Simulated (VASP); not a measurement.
Write the native input for VASP 6.6.1 that does the following.

- Task: single point
- Functional: PBEsol
- Dispersion: D3(BJ)
- Potentials or basis: VASP PAW PBE potentials, release 64 (Zn, O)
- Cutoff: 520 eV
- k mesh: 9 × 9 × 5
- Occupations: fermi-dirac, width 0.05 eV
- Spin: no spin polarisation
- Dipole correction: no
- Further INCAR settings: ALGO = Normal; EDIFF = 1e-07; NBANDS = 26

The structure of ZnO (zincite) lies in POSCAR:

```
ZnO
1.0
    3.2053930491      0.0000000000      0.0000000000
   -1.6026965246      2.7759518096      0.0000000000
    0.0000000000      0.0000000000      5.1353529565
Zn O
2 2
Direct
    0.6666666667      0.3333333333      0.0000000000
    0.3333333333      0.6666666667      0.5000000000
    0.3333333333      0.6666666667      0.8790100000
    0.6666666667      0.3333333333      0.3790100000
```

The input as run:

INCAR

```
ALGO = Normal
EDIFF = 1E-7
ENCUT = 520
GGA = PS
ISIF = 2
ISMEAR = -1
IVDW = 12
LASPH = T
LCHARG = T
LELF = T
LREAL = F
LVHAR = T
LWAVE = F
NBANDS = 26
NELM = 100
PREC = Accurate
SIGMA = 0.05
```

KPOINTS

```
k-points
0
Gamma
  9 9 5
```

Potentials or basis: VASP PAW PBE potentials, release 64 (Zn, O).

The run is started by

```console
$ cat potpaw_PBE.64/Zn/POTCAR potpaw_PBE.64/O/POTCAR > POTCAR
$ mpirun -np 1 vasp_std > vasp.out
```

It gave:

```json
{"Pressure": "3.2 GPa", "Largest force": "0.081 eV/Å", "Band gap on the k mesh": "0.74 eV, direct", "Dispersion energy per atom": "-0.191 eV"}
```

Caveat: the PAW data sets were made with another functional, which shifts forces and pressure a little.

Run time: 42 s on 1 thread of Intel(R) Xeon(R) Platinum 8259CL CPU @ 2.50GHz (Skylake/Cascade Lake), with other jobs on the host, peak memory 0.19 GiB.
